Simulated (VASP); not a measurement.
Here is a VASP 6.6.1 calculation.

Contents of INCAR:

```
SYSTEM = Bi
ALGO = Normal
EDIFF = 1E-6
ENCUT = 520
GGA = PE
ISIF = 2
ISMEAR = -1
LASPH = .True.
LCHARG = .True.
LELF = .True.
LREAL = .False.
LVHAR = .True.
LWAVE = .False.
NBANDS = 14
NELM = 100
PREC = Accurate
SIGMA = 0.1
```

KPOINTS

```
k-points
0
Gamma
  14 14 13
  0 0 0
```

POSCAR

```
Bi
1.0
    3.4473772076      0.0000000000      0.0000000000
   -1.7236886038      2.9855162382      0.0000000000
    0.0000000000      0.0000000000      3.2824318917
Bi
1
Direct
    0.0000000000      0.0000000000      0.0000000000
```

Potentials or basis: VASP PAW PBE potentials, release 64 (Bi_d).

Run with:

```bash
$ cat potpaw_PBE.64/Bi_d/POTCAR > POTCAR
$ mpirun -np 1 vasp_std > vasp.out
```

Q: Predict the pressure.

A: -0.1 GPa.

Q: Predict the band gap on the k mesh.

A: Zero (an odd number of electrons rules out a gap without spin polarisation).

Caveat: spin-orbit coupling is left out, which moves the levels of the heavy elements.
